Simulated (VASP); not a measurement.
Set up this calculation in VASP 6.6.1, as the native input.

```
Task                   : single point
Functional             : PBEsol
Potentials or basis    : VASP PAW PBE potentials, release 64 (I)
Cutoff                 : 520 eV
k mesh                 : 9 × 9 × 9
Occupations            : fermi-dirac, width 0.05 eV
Spin                   : no spin polarisation
Dipole correction      : no
Further INCAR settings : ALGO = Normal; EDIFF = 1e-06; NBANDS = 10
```

The structure of I lies in POSCAR:

```
I
1.0
    0.0000000000      2.4119965442      3.9865231326
    2.2352415877      0.0000000000      3.9865231326
    2.2352415877      2.4119965442      0.0000000000
I
1
Direct
    0.0000000000      0.0000000000      0.0000000000
```

These files were run (other wordings do the same):

INCAR

```
  ALGO = Normal
  EDIFF = 1E-6
  ENCUT = 520
  GGA = PS
  ISIF = 2
  ISMEAR = -1
  LASPH = T
  LCHARG = F
  LREAL = F
  LWAVE = F
  NBANDS = 10
  NELM = 80
  PREC = Accurate
  SIGMA = 0.05
```

KPOINTS

```
k-points
0
Gamma
  9 9 9
```

Potentials or basis: VASP PAW PBE potentials, release 64 (I).

Run with:

```bash
$ cat potpaw_PBE.64/I/POTCAR > POTCAR
$ mpirun -np 1 vasp_std > vasp.out
```

Results of the run:

```yaml
Pressure: -2.5 GPa
Band_gap_on_the_k_mesh: zero (an odd number of electrons rules out a gap without spin polarisation)
```

Caveat: the PAW data sets were made with another functional, which shifts forces and pressure a little; spin-orbit coupling is left out, which moves the levels of the heavy elements; an odd number of electrons without spin polarisation forces a metal; a magnetic or distorted state may lie lower.

It took 49 s on 1 thread of Intel Xeon 8259CL, with other jobs on the host, peak memory 0.21 GiB.
